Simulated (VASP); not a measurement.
Set up this calculation in VASP 6.6.1, as the native input.

| Property | Result |
| --- | --- |
| Task | single point |
| Functional | PBE |
| Dispersion | D3(BJ) |
| Potentials or basis | VASP PAW PBE potentials, release 64 (C, H) |
| Cutoff | 520 eV |
| k mesh | 6 × 6 × 1 |
| Occupations | gaussian, width 0.1 eV |
| Spin | no spin polarisation |
| Dipole correction | yes |
| Further INCAR settings | ALGO = Normal; EDIFF = 1e-06; NBANDS = 28 |

The structure of HC4 lies in POSCAR:

```
HC4
1.0
    4.9313048819      0.0000000000      0.0000000000
   -2.4656524409      4.2706353015      0.0000000000
    0.0000000000      0.0000000000     18.0000331942
C H
8 2
Direct
    0.3333333333      0.1666666667      0.2222236565
    0.3333333333      0.6666666667      0.2222236565
    0.8333333333      0.1666666667      0.2222236565
    0.8333333333      0.6666666667      0.2222236565
    0.1666666667      0.3333333333      0.2222218124
    0.1666666667      0.8333333333      0.2222218124
    0.6666666667      0.3333333333      0.2222218124
    0.6666666667      0.8333333333      0.2222218124
    0.1817507365      0.1666666667      0.3005568454
    0.4849159302      0.1666666667      0.3005568454
```

The input as run:

INCAR

```
SYSTEM = HC4
PREC = Accurate
ENCUT = 520
EDIFF = 1E-6
ISMEAR = 0
SIGMA = 0.1
LREAL = .FALSE.
LASPH = .TRUE.
NELM = 100
ALGO = Normal
ISIF = 2
LWAVE = .FALSE.
LCHARG = .TRUE.
LDIPOL = .TRUE.
IDIPOL = 3
DIPOL = 0.5 0.5 0.238
GGA = PE
IVDW = 12
LELF = .TRUE.
LVHAR = .TRUE.
LVACPOTAV = .TRUE.
NBANDS = 28
```

KPOINTS

```
Automatic mesh
0
G
  6 6 1
  0 0 0
```

Potentials or basis: VASP PAW PBE potentials, release 64 (C, H).

The run is started by

```bash
$ cat potpaw_PBE.64/C/POTCAR potpaw_PBE.64/H/POTCAR > POTCAR
$ mpirun -np 1 vasp_std > vasp.out
```

It gave:

* Largest force: 2.518 eV/Å
* Band gap on the k mesh: zero (bands 17 and 18 overlap by 0.45 eV)
* Dispersion energy per atom: -0.089 eV

Wall time 3.3 min on 1 thread of Intel(R) Xeon(R) Platinum 8488C (Sapphire Rapids), on a shared host, peak memory 0.53 GiB.
